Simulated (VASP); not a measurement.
# KTaO3 in VASP: notebook

The runs below take KTaO3 through electric field gradients, with PBE.

Everything below comes from runs of VASP 6.6.1. Logs are shortened: lines on timing, memory, paths and dates and some standing lists are left out, and cuts for length are marked.

**1. The cell of the first run**

The structure is cubic, space group Pm-3m (No. 221). The conventional cell has a = 4.015 Å, b = 4.015 Å, c = 4.015 Å, α = 90.00°, β = 90.00°, γ = 90.00°. K (site symmetry m-3m) has 12 O at 2.84 Å and 8 Ta at 3.48 Å within 3.7 Å. Within 2.7 Å of Ta (site symmetry m-3m) lie 6 O at 2.01 Å. Within 2.7 Å of O (site symmetry 4/mmm) lie 2 Ta at 2.01 Å.

**2. Electric field gradients, PBE (volume scaled by 1.02)**

Contents of INCAR:

```
SYSTEM = KTaO3
ALGO = Normal
EDIFF = 1E-8
ENCUT = 520
GGA = PE
ISIF = 2
ISMEAR = -1
LASPH = .True.
LCHARG = .False.
LEFG = .True.
LREAL = .False.
LWAVE = .False.
NBANDS = 27
NELM = 100
PREC = Accurate
SIGMA = 0.01
```

Contents of KPOINTS:

```
k-points
0
Gamma
  5 5 5
  0 0 0
```

Contents of POSCAR:

```
KTaO3
1.0
    4.0147133525      0.0000000000      0.0000000000
    0.0000000000      4.0147133525      0.0000000000
    0.0000000000      0.0000000000      4.0147133525
K Ta O
1 1 3
Direct
    0.5000000000      0.5000000000      0.5000000000
    0.0000000000      0.0000000000      0.0000000000
    0.5000000000      0.0000000000      0.0000000000
    0.0000000000      0.5000000000      0.0000000000
    0.0000000000      0.0000000000      0.5000000000
```

Potentials or basis: VASP PAW PBE potentials, release 64 (K_sv, Ta_pv, O).

Run with:

```bash
$ cat potpaw_PBE.64/K_sv/POTCAR potpaw_PBE.64/Ta_pv/POTCAR potpaw_PBE.64/O/POTCAR > POTCAR
$ mpirun -np 1 vasp_std > vasp.out
```

OUTCAR:

```text
SYSTEM = KTaO3
   EDIFF = 1E-8
   ENCUT = 520
   GGA = PE
   ISIF = 2
   ISMEAR = -1
   LASPH = .True.
   LREAL = .False.
   NELM = 100
   PREC = Accurate

 ion  position               nearest neighbor table
   1  0.500  0.500  0.500-   3 2.84   4 2.84   5 2.84   3 2.84   4 2.84   3 2.84   5 2.84   3 2.84
                             4 2.84   5 2.84   4 2.84   5 2.84   2 3.48   2 3.48   2 3.48   2 3.48
   2  0.000  0.000  0.000-   3 2.01   4 2.01   5 2.01   5 2.01   4 2.01   3 2.01   1 3.48   1 3.48
                             1 3.48   1 3.48   1 3.48   1 3.48   1 3.48   1 3.48
   3  0.500  0.000  0.000-   2 2.01   2 2.01   1 2.84   1 2.84   1 2.84   1 2.84
   4  0.000  0.500  0.000-   2 2.01   2 2.01   1 2.84   1 2.84   1 2.84   1 2.84
   5  0.000  0.000  0.500-   2 2.01   2 2.01   1 2.84   1 2.84   1 2.84   1 2.84

  LATTYP: Found a simple cubic cell.
 ALAT       =     4.0147133525

  Lattice vectors:

 A1 = (   4.0147133525,   0.0000000000,   0.0000000000)
 A2 = (   0.0000000000,   4.0147133525,   0.0000000000)
 A3 = (   0.0000000000,   0.0000000000,   4.0147133525)

Analysis of symmetry for initial positions (statically):
=====================================================================
 Subroutine PRICEL returns:
 Original cell was already a primitive cell.

 Routine SETGRP: Setting up the symmetry group for a
 simple cubic supercell.

 Subroutine GETGRP returns: Found 48 space group operations
 (whereof 48 operations were pure point group operations)
 out of a pool of 48 trial point group operations.

The static configuration has the point symmetry O_h .

Analysis of symmetry for dynamics (positions and initial velocities):
=====================================================================
 Subroutine PRICEL returns:
 Original cell was already a primitive cell.

 Routine SETGRP: Setting up the symmetry group for a
 simple cubic supercell.

 Subroutine GETGRP returns: Found 48 space group operations
 (whereof 48 operations were pure point group operations)
 out of a pool of 48 trial point group operations.

The dynamic configuration has the point symmetry O_h .

 Subroutine INISYM returns: Found 48 space group operations
 (whereof 48 operations are pure point group operations),
 and found     1 'primitive' translations

----------------------------------------------------------------------------------------

                                     Primitive cell

  volume of cell :      64.7088

  direct lattice vectors                    reciprocal lattice vectors
     4.014713353  0.000000000  0.000000000     0.249083786  0.000000000  0.000000000
     0.000000000  4.014713353  0.000000000     0.000000000  0.249083786  0.000000000
     0.000000000  0.000000000  4.014713353     0.000000000  0.000000000  0.249083786

  length of vectors
     4.014713353  4.014713353  4.014713353     0.249083786  0.249083786  0.249083786

  position of ions in fractional coordinates (direct lattice)
     0.500000000  0.500000000  0.500000000
     0.000000000  0.000000000  0.000000000
     0.500000000  0.000000000  0.000000000
     0.000000000  0.500000000  0.000000000
     0.000000000  0.000000000  0.500000000

  ion indices of the primitive-cell ions
   primitive index   ion index
                 1           1
                 2           2
                 3           3
                 4           4
                 5           5

----------------------------------------------------------------------------------------

 KPOINTS: k-points

Automatic generation of k-mesh.
 Grid dimensions read from file:
 generate k-points for:    5    5    5

 Generating k-lattice:

  Cartesian coordinates                     Fractional coordinates (reciprocal lattice)
     0.049816757  0.000000000  0.000000000     0.200000000  0.000000000  0.000000000
[... 30 lines left out ...]
   dimension x,y,z NGXF=    60 NGYF=   60 NGZF=   60
   ions per type =               1   1   3
   NGX,Y,Z   is equivalent  to a cutoff of  12.42, 12.42, 12.42 a.u.
   NGXF,Y,Z  is equivalent  to a cutoff of  24.85, 24.85, 24.85 a.u.
 SYSTEM =  KTaO3
   PREC   = accura    normal or accurate (medium, high low for compatibility)
   ISTART =      0    job   : 0-new  1-cont  2-samecut
   ICHARG =      2    charge: 1-file 2-atom 10-const
   ISPIN  =      1    spin polarized calculation?
   LNONCOLLINEAR =      F non collinear calculations
   LSORBIT =      F    spin-orbit coupling
   LASPH  =      T    aspherical Exc in radial PAW
   ENCUT  =  520.0 eV  38.22 Ry    6.18 a.u.   7.46  7.46  7.46*2*pi/ulx,y,z
   NELM   =    100;   NELMIN=  2; NELMDL= -5     # of ELM steps
   EDIFF  = 0.1E-07   stopping-criterion for ELM
   LREAL  =      F    real-space projection
   EDIFFG = 0.1E-06   stopping-criterion for IOM
   NSW    =      0    number of steps for IOM
   IBRION =     -1    ionic relax: 0-MD 1-quasi-New 2-CG
   NFREE  =      0    steps in history (QN), initial steepest desc. (CG)
   ISIF   =      2    stress and relaxation
   ISYM   =      2    0-nonsym 1-usesym 2-fastsym
   POTIM  = 0.5000    time-step for ionic-motion
   TEBEG  =    0.0;   TEEND  =   0.0 temperature during run
   PSTRESS=    0.0 pullay stress
   NELECT =      38.0000    total number of electrons
   NUPDOWN=      -1.0000    fix difference up-down
   EMIN   =  10.00;   EMAX   =-10.00  energy-range for DOS
   EFERMI =   0.00;   METHOD = LEGACY
   ISMEAR =    -1;   SIGMA  =   0.01  broadening in eV -4-tet -1-fermi 0-gaus
   EFERMI_NEDOS =   21; number of points for ismear=-14 and -15
   IALGO  =     38    algorithm
   IMIX   =      4    mixing-type and parameters
     AMIX     =   0.40;   BMIX     =  1.00
     AMIX_MAG =   1.60;   BMIX_MAG =  1.00
  volume/ion in A,a.u.               =      12.94        87.34
  Fermi-wavevector in a.u.,A,eV,Ry     =   1.370929  2.590679 25.571403  1.879445
  Thomas-Fermi vector in A             =   2.496671
   LORBIT       =      0    0 simple, 1 ext, 2 COOP (PROOUT), +10 PAW based schemes
   GGA     = PE    functional components
[... 5 lines left out ...]
 non-spin polarized calculation
  energy-cutoff  :      520.00
  volume of cell :       64.71
 maximum number of plane-waves:      1763
 NGX is ok and might be reduce to    30
   NGX = 15   NGY = 15   NGZ = 15

 number of electron      37.9999978 magnetization

 Free energy of the ion-electron system (eV)
  ---------------------------------------------------
  ext. energy  EPLUGINS =         0.00000000
  ---------------------------------------------------
  free energy    TOTEN  =       -41.05815679 eV

  energy without entropy =      -41.05815679  energy(sigma->0) =      -41.05815679

 E-fermi :   1.8867     XC(G=0): -10.7710

 val. band max:        1.5604619907   @ k =   0.4000   0.4000   0.4000
 cond. band min:       3.7968004275   @ k =   0.0000   0.0000   0.0000
 fundamental gap:      2.2363384369
 Fermi energy:         1.8867420701

 k-point     1 :       0.0000    0.0000    0.0000
  band No.  band energies     occupation
      1     -32.5502      2.00000
      2     -32.5502      2.00000
      3     -32.5502      2.00000
      4     -25.6716      2.00000
      5     -15.8108      2.00000
      6     -15.1108      2.00000
[... 289 lines left out ...]
     26      12.8520      0.00000
     27      13.4032      0.00000

------------------------ aborting loop because EDIFF is reached ----------------------------------------

  FORCE on cell =-STRESS in cart. coord.  units (eV):
  Direction    XX          YY          ZZ          XY          YZ          ZX
  --------------------------------------------------------------------------------------
  -------------------------------------------------------------------------------------
  Total        0.8054312      0.8054312      0.8054312      0.0000000      0.0000000     -0.0000000
  in kB       19.9423070     19.9423070     19.9423070      0.0000000      0.0000000     -0.0000000
  external PRESSURE =      19.9423070 kB  Pullay stress =       0.0000000 kB

 VOLUME and BASIS-vectors are now :
 -----------------------------------------------------------------------------
  energy-cutoff  :      520.00
  volume of cell :       64.71
      direct lattice vectors                 reciprocal lattice vectors
     4.014713353  0.000000000  0.000000000     0.249083786  0.000000000  0.000000000
     0.000000000  4.014713353  0.000000000     0.000000000  0.249083786  0.000000000
     0.000000000  0.000000000  4.014713353     0.000000000  0.000000000  0.249083786

 POSITION                                       TOTAL-FORCE (eV/Angst)
 -----------------------------------------------------------------------------------
      2.00736      2.00736      2.00736         0.000000      0.000000      0.000000
      0.00000      0.00000      0.00000         0.000000      0.000000      0.000000
      2.00736      0.00000      0.00000         0.000000      0.000000      0.000000
      0.00000      2.00736      0.00000         0.000000      0.000000      0.000000
      0.00000      0.00000      2.00736         0.000000      0.000000      0.000000
 -----------------------------------------------------------------------------------
    total drift:                                0.000000     -0.000000      0.000000

  FREE ENERGIE OF THE ION-ELECTRON SYSTEM (eV)
  ---------------------------------------------------
  free  energy   TOTEN  =       -41.0581567940 eV

  energy  without entropy=      -41.0581567940  energy(sigma->0) =      -41.05815679

 Electric field gradients (V/A^2)
---------------------------------------------------------------------
 ion       V_xx      V_yy      V_zz      V_xy      V_xz      V_yz
---------------------------------------------------------------------
   1       0.000     0.000    -0.000     0.000    -0.000    -0.000
   2       0.000     0.000    -0.000     0.000    -0.000    -0.000
   3      22.702   -11.351   -11.351    -0.000     0.000     0.000
   4     -11.351    22.702   -11.351     0.000    -0.000     0.000
   5     -11.351   -11.351    22.702    -0.000     0.000    -0.000
---------------------------------------------------------------------

 Electric field gradients after diagonalization (V/A^2)
 (convention: |V_zz| > |V_xx| > |V_yy|)
----------------------------------------------------------------------
 ion       V_xx      V_yy      V_zz     asymmetry (V_yy - V_xx)/ V_zz
----------------------------------------------------------------------
   1       0.000    -0.000     0.000      -1.593
   2      -0.000     0.000     0.000       0.620
   3     -11.351   -11.351    22.702       0.000
   4     -11.351   -11.351    22.702       0.000
   5     -11.351   -11.351    22.702       0.000
----------------------------------------------------------------------

           NMR quadrupolar parameters

 Cq : quadrupolar parameter    Cq=e*Q*V_zz/h
 eta: asymmetry parameters     (V_yy - V_xx)/ V_zz
 Q  : nuclear electric quadrupole moment in mb (millibarn)
----------------------------------------------------------------------
 ion       Cq(MHz)       eta       Q (mb)
----------------------------------------------------------------------
   1       0.000      -1.593       1.000
   2       0.000       0.620       1.000
   3       0.055       0.000       1.000
   4       0.055       0.000       1.000
   5       0.055       0.000       1.000
----------------------------------------------------------------------
```

Run time: 33 s. Hardware: 1 thread of Intel Xeon 8259CL, shared host; peak memory 0.17 GiB.

Results:

* Free energy: -41.0582 eV
* Pressure: 2.0 GPa
* Band gap on the k mesh: 2.24 eV, indirect (least direct gap 2.76 eV)

Levels at points of the mesh, in eV from the valence-band top:
| k point | band 16 | band 17 | band 18 | band 19 | band 20 | band 21 | band 22 | band 23 |
| --- | --- | --- | --- | --- | --- | --- | --- | --- |
| (0.00, 0.00, 0.00) | -0.92 | -0.52 | -0.52 | -0.52 | 2.24 | 2.24 | 2.24 | 6.58 |

Electric field gradients, principal values (V/Å²):
```csv
atom,least,middle,greatest (by size)
1 K,0.000,0.000,0.000
2 Ta,0.000,0.000,0.000
3 O,-11.351,-11.351,22.702
4 O,-11.351,-11.351,22.702
5 O,-11.351,-11.351,22.702
```

Caveat: without QUAD_EFG the Cq values of the log hold for a quadrupole moment of 1 mb, not for the nuclei; spin-orbit coupling is left out, which moves the levels of the heavy elements.

(Part 1 of 3 ends here.)
